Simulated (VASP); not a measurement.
# Mo (Im-3m) in VASP: further runs, part 2 of 2

VASP 6.6.1. Earlier steps stand in the parts before.

### 4 Relaxation of cell and atoms, PBE, target pressure 4 GPa, at which the enthalpy is minimised

The input, INCAR:

```
SYSTEM = Mo
PREC = Accurate
ENCUT = 500
EDIFF = 1E-7
ISMEAR = 1
SIGMA = 0.15
LREAL = .FALSE.
LASPH = .TRUE.
NELM = 120
ALGO = Normal
ISIF = 3
LWAVE = .FALSE.
LCHARG = .FALSE.
GGA = PE
IBRION = 2
NSW = 80
EDIFFG = -0.01
PSTRESS = 40.0
GGA_COMPAT = .FALSE.
NELMIN = 4
```

The input, KPOINTS:

```
regular mesh
0
G
  12 12 12
  0 0 0
```

The input, POSCAR:

```
Mo
1.0
    2.7252350213     -0.0000000151     -0.0000000261
   -0.9084116596      2.5693762236     -0.0000000261
   -0.9084116596     -1.2846880741      2.2251451033
Mo
1
Direct
    0.0000000000      0.0000000000      0.0000000000
```

Potentials or basis: VASP PAW PBE potentials, release 64 (Mo_sv).

Command:

```console
cat potpaw_PBE.64/Mo_sv/POTCAR > POTCAR
mpirun -np 1 vasp_std > vasp.out
```

OUTCAR:

```text
SYSTEM = Mo
   PREC = Accurate
   ENCUT = 500
   EDIFF = 1E-7
   ISMEAR = 1
   LREAL = .FALSE.
   LASPH = .TRUE.
   NELM = 120
   ISIF = 3
   GGA = PE
   IBRION = 2
   NSW = 80
   EDIFFG = -0.01
   PSTRESS = 40.0
   NELMIN = 4

 ion  position               nearest neighbor table
   1  0.000  0.000  0.000-

  LATTYP: Found a body centered cubic cell.
 ALAT       =     3.1468303464

  Lattice vectors:

 A1 = (   2.7252350213,  -0.0000000151,  -0.0000000261)
 A2 = (  -0.9084116596,   2.5693762236,  -0.0000000261)
 A3 = (  -0.9084116596,  -1.2846880741,   2.2251451033)

Analysis of symmetry for initial positions (statically):
=====================================================================
 Subroutine PRICEL returns:
 Original cell was already a primitive cell.

 Routine SETGRP: Setting up the symmetry group for a
 body centered cubic supercell.

 Subroutine GETGRP returns: Found 48 space group operations
 (whereof 48 operations were pure point group operations)
 out of a pool of 48 trial point group operations.

The static configuration has the point symmetry O_h .

Analysis of symmetry for dynamics (positions and initial velocities):
[... 174 lines left out ...]
      8      11.2769      2.00000
      9      14.3141     -0.00000
     10      14.3141     -0.00000
     11      27.4833      0.00000
[... 309 lines left out ...]
 k-point    24 :       0.4167    0.0833    0.0833
  band No.  band energies     occupation
      1     -48.3609      2.00000
      2     -23.2153      2.00000
      3     -22.4114      2.00000
      4     -22.0000      2.00000
      5       7.8831      2.00000
      6       9.2248      2.00000
      7      12.9785     -0.00189
      8      14.5090     -0.00000
      9      15.0074     -0.00000
     10      19.0419      0.00000
     11      23.7579      0.00000

 [... further k-points ...]

------------------------ aborting loop because EDIFF is reached ----------------------------------------

  FORCE on cell =-STRESS in cart. coord.  units (eV):
  Direction    XX          YY          ZZ          XY          YZ          ZX
  --------------------------------------------------------------------------------------
  -------------------------------------------------------------------------------------
  Total        0.3822383      0.3822383      0.3822383     -0.0000000      0.0000000     -0.0000000
  in kB       39.3056304     39.3056304     39.3056304     -0.0000000      0.0000000     -0.0000000
  external PRESSURE =      -0.6943696 kB  Pullay stress =      40.0000000 kB

 VOLUME and BASIS-vectors are now :
 -----------------------------------------------------------------------------
  energy-cutoff  :      500.00
  volume of cell :       15.58
      direct lattice vectors                 reciprocal lattice vectors
     2.725235021 -0.000000015 -0.000000026     0.366940833  0.129733176  0.224704444
    -0.908411660  2.569376224 -0.000000026     0.000000004  0.389199527  0.224704444
    -0.908411660 -1.284688074  2.225145103     0.000000004  0.000000006  0.449408899

 POSITION                                       TOTAL-FORCE (eV/Angst)
 -----------------------------------------------------------------------------------
      0.00000      0.00000      0.00000         0.000000     -0.000000      0.000000
 -----------------------------------------------------------------------------------
    total drift:                               -0.000000      0.000000     -0.000000

  FREE ENERGIE OF THE ION-ELECTRON SYSTEM (eV)
  ---------------------------------------------------
  free  energy   TOTEN  =       -10.9475562521 eV

  energy  without entropy=      -10.9475583586  energy(sigma->0) =      -10.94755695

  enthalpy is  TOTEN    =       -10.5585653875 eV   P V=        0.3889908646

 reached required accuracy - stopping structural energy minimisation
```

OSZICAR:

```text
N       E                     dE             d eps       ncg     rms          rms(c)
DAV:   1     0.889113314399E+02    0.88911E+02   -0.81779E+03  1608   0.127E+03
DAV:   2    -0.102032163657E+02   -0.99115E+02   -0.95317E+02  1761   0.334E+02
DAV:   3    -0.115866381729E+02   -0.13834E+01   -0.13700E+01  1818   0.389E+01
DAV:   4    -0.115908375020E+02   -0.41993E-02   -0.41963E-02  1753   0.236E+00
DAV:   5    -0.115908576488E+02   -0.20147E-04   -0.20147E-04  1803   0.168E-01    0.148E+01
DAV:   6    -0.110330713106E+02    0.55779E+00   -0.99064E-01  1680   0.121E+01    0.412E+00
DAV:   7    -0.109513716042E+02    0.81700E-01   -0.22228E-01  1815   0.536E+00    0.960E-01
DAV:   8    -0.109474857554E+02    0.38858E-02   -0.40935E-03  1653   0.915E-01    0.190E-01
DAV:   9    -0.109475473224E+02   -0.61567E-04   -0.10710E-04  1866   0.143E-01    0.800E-02
DAV:  10    -0.109475559730E+02   -0.86506E-05   -0.12258E-05  1692   0.464E-02    0.950E-03
DAV:  11    -0.109475563673E+02   -0.39427E-06   -0.30452E-07  1869   0.576E-03    0.153E-03
DAV:  12    -0.109475562313E+02    0.13596E-06   -0.11045E-08   954   0.130E-03    0.839E-05
DAV:  13    -0.109475562521E+02   -0.20780E-07   -0.57646E-10   906   0.342E-04
   1 F= -.10558565E+02 E0= -.10558566E+02  d E =-.105586E+02
```

CONTCAR:

```text
Mo
   1.00000000000000
     2.7252350213000001   -0.0000000151000000   -0.0000000261000000
    -0.9084116596000000    2.5693762236000000   -0.0000000261000000
    -0.9084116596000000   -1.2846880741000000    2.2251451033000000
  Mo
     1
Direct
     0.0000000000000000    0.0000000000000000    0.0000000000000000

  0.00000000E+00  0.00000000E+00  0.00000000E+00
```

Wall time 25 s (1 thread of AMD EPYC 7R13, shared host); peak memory 0.1 GiB.

What came out:

```
Free energy             : -10.9476 eV
Pressure after relaxing : 3.9 GPa
Band gap on the k mesh  : zero (band 7 reaches 16.65 eV, above the bottom of band 8 at 11.28 eV)
```

Final structure:
```yaml
crystal:
  lattice:
    - [2.72524, 0.00000, 0.00000]
    - [-0.90841, 2.56938, 0.00000]
    - [-0.90841, -1.28469, 2.22515]
  atoms:
    - { symbol: Mo, position: [0.00000, 0.00000, 0.00000] }
```

Caveat: the relaxation stopped at its first step, so nothing moved; the cell is relaxed towards a set pressure, so the enthalpy falls and the energy may rise.

### 5 Relaxation of cell and atoms, PBE, target pressure 6 GPa, at which the enthalpy is minimised

The input, INCAR:

```
PREC     = Accurate       # precision mode
ENCUT    = 500            # plane-wave cutoff, eV
EDIFF    = 1E-7           # SCF threshold, eV
ISMEAR   = 1              # smearing method
SIGMA    = 0.15           # smearing width, eV
LREAL    = F              # projectors in reciprocal space
LASPH    = T              # aspherical terms in the spheres
NELM     = 120            # most SCF steps
ALGO     = Normal         # electronic algorithm
ISIF     = 3              # what is computed and relaxed
LWAVE    = F              # write WAVECAR
LCHARG   = F              # write CHGCAR
GGA      = PE             # functional
IBRION   = 2              # ionic algorithm
NSW      = 80             # ionic steps
EDIFFG   = -0.01          # ionic threshold
PSTRESS  = 60.0         
GGA_COMPAT= F            
NELMIN   = 4
```

The input, KPOINTS:

```
Automatic mesh
0
Gamma
  12 12 12
```

POSCAR is that of step 4.

Command:

```console
cat potpaw_PBE.64/Mo_sv/POTCAR > POTCAR
mpirun -np 1 vasp_std > vasp.out
```

Run time: 56 s. Hardware: 1 thread of AMD EPYC 7R13, shared host; peak memory 0.1 GiB.

Results (log left out):

- Free energy: -10.9441 eV
- Relaxed volume: 15.47 Å³/atom
- Relaxed cell: a = 2.719 Å, b = 2.719 Å, c = 2.719 Å, α = 109.47°, β = 109.47°, γ = 109.47°
- Space group after relaxing (to 0.05 Å): Im-3m (No. 229)
- Energy change on relaxing (the enthalpy is what falls): +3.5 meV/atom
- Ionic steps: 3
- Pressure after relaxing: 6.0 GPa
- Band gap on the k mesh: zero (band 7 reaches 16.81 eV, above the bottom of band 8 at 11.38 eV)

The path:
| step | energy change (eV) | largest force (eV/Å) | pressure (GPa) | volume (Å³) |
| --- | --- | --- | --- | --- |
| 1 | 0.0000 | 0.0000 | 3.93 | 15.58 |
| 2 | 0.0229 | 0.0000 | 12.61 | 15.13 |
| 3 | 0.0035 | 0.0000 | 5.99 | 15.47 |

Final structure:
```
CELL_PARAMETERS angstrom
2.71863 0.00000 0.00000
-0.90621 2.56315 0.00000
-0.90621 -1.28158 2.21975
ATOMIC_POSITIONS crystal
Mo 0.00000 0.00000 0.00000
```

Levels at points of the mesh, in eV from the Fermi level:
| k point | band 3 | band 4 | band 5 | band 6 | band 7 | band 8 | band 9 | band 10 | band 11 |
| --- | --- | --- | --- | --- | --- | --- | --- | --- | --- |
| (0.00, 0.00, 0.00) | -34.47 | -34.47 | -7.22 | -1.33 | -1.33 | -1.33 | 1.73 | 1.73 | 14.90 |
| (0.50, 0.00, 0.00) | -34.93 | -34.49 | -5.34 | -3.40 | 1.72 | 1.77 | 2.40 | 4.87 | 12.03 |
| (0.50, 0.50, 0.50) | -35.47 | -35.47 | -5.47 | -5.47 | 4.09 | 4.09 | 4.09 | 9.20 | 9.20 |

Caveat: the cell is relaxed towards a set pressure, so the enthalpy falls and the energy may rise.

### 6 Relaxation of cell and atoms, PBE, target pressure 8 GPa, at which the enthalpy is minimised

The input, INCAR:

```
SYSTEM = Mo
PREC     = Accurate       ! precision mode
ENCUT    = 500            ! plane-wave cutoff, eV
EDIFF    = 1E-7           ! SCF threshold, eV
ISMEAR   = 1              ! smearing method
SIGMA    = 0.15           ! smearing width, eV
LREAL    = .False.        ! projectors in reciprocal space
LASPH    = .True.         ! aspherical terms in the spheres
NELM     = 120            ! most SCF steps
ALGO     = Normal         ! electronic algorithm
ISIF     = 3              ! what is computed and relaxed
LWAVE    = .False.        ! write WAVECAR
LCHARG   = .False.        ! write CHGCAR
GGA      = PE             ! functional
IBRION   = 2              ! ionic algorithm
NSW      = 80             ! ionic steps
EDIFFG   = -0.01          ! ionic threshold
PSTRESS  = 80.0         
GGA_COMPAT= .False.      
NELMIN   = 4
```

The input, KPOINTS:

```
Automatic mesh
0
Gamma
  12 12 12
  0 0 0
```

POSCAR is that of step 5.

Potentials or basis: VASP PAW PBE potentials, release 64 (Mo_sv).

Command:

```console
cat potpaw_PBE.64/Mo_sv/POTCAR > POTCAR
mpirun -np 1 vasp_std > vasp.out
```

Wall time 53 s (1 thread of AMD EPYC 7R13, shared host); peak memory 0.1 GiB.

The run converged. Its results:

```
Free energy                                            : -10.9396 eV
Relaxed volume                                         : 15.37 Å³/atom
Relaxed cell                                           : a = 2.713 Å, b = 2.713 Å, c = 2.713 Å, α = 109.47°, β = 109.47°, γ = 109.47°
Space group after relaxing (to 0.05 Å)                 : Im-3m (No. 229)
Energy change on relaxing (the enthalpy is what falls) : +7.9 meV/atom
Ionic steps                                            : 3
Pressure after relaxing                                : 7.9 GPa
Band gap on the k mesh                                 : zero (band 7 reaches 16.95 eV, above the bottom of band 8 at 11.48 eV)
```

Step by step:
```
step  energy change (eV)  largest force (eV/Å)  pressure (GPa)  volume (Å³)
   1              0.0000                0.0000            3.93        15.58
   2              0.0688                0.0000           22.16        14.71
   3              0.0079                0.0000            7.93        15.37
```

Final structure:
```
Mo
1.0
     2.71260    0.00000    0.00000
    -0.90420    2.55746    0.00000
    -0.90420   -1.27873    2.21483
Mo
1
Direct
  0.00000 0.00000 0.00000
```

Levels at points of the mesh, in eV from the Fermi level:
| k point | band 5 | band 6 | band 7 | band 8 | band 9 | band 10 |
| --- | --- | --- | --- | --- | --- | --- |
| (0.00, 0.00, 0.00) | -7.24 | -1.34 | -1.34 | -1.34 | 1.75 | 1.75 |
| (0.50, 0.00, 0.00) | -5.38 | -3.43 | 1.75 | 1.78 | 2.43 | 4.92 |
| (0.50, 0.50, 0.50) | -5.52 | -5.52 | 4.13 | 4.13 | 4.13 | 9.25 |

Caveat: the cell is relaxed towards a set pressure, so the enthalpy falls and the energy may rise.

### 7 Overview

| cell | gap on the mesh (eV) | pressure (GPa) |
| --- | --- | --- |
| relaxed | none | -0.1 |
| relaxed to 2 GPa | none | 2.0 |
| relaxed to 4 GPa | none | 3.9 |
| relaxed to 6 GPa | none | 6.0 |
| relaxed to 8 GPa | none | 7.9 |

Alike in all rows: task relaxation of cell and atoms; level PBE; potentials or basis VASP PAW PBE potentials, release 64 (Mo_sv); no spin polarisation; k mesh 12 × 12 × 12; cutoff (eV) 500; smearing methfessel-paxton 0.15 eV.

Caveats: the cell is relaxed towards a set pressure, so the enthalpy falls and the energy may rise (some runs); the relaxation stopped at its first step, so nothing moved (some runs).

Absolute energies hang on the potentials; compare differences alone.
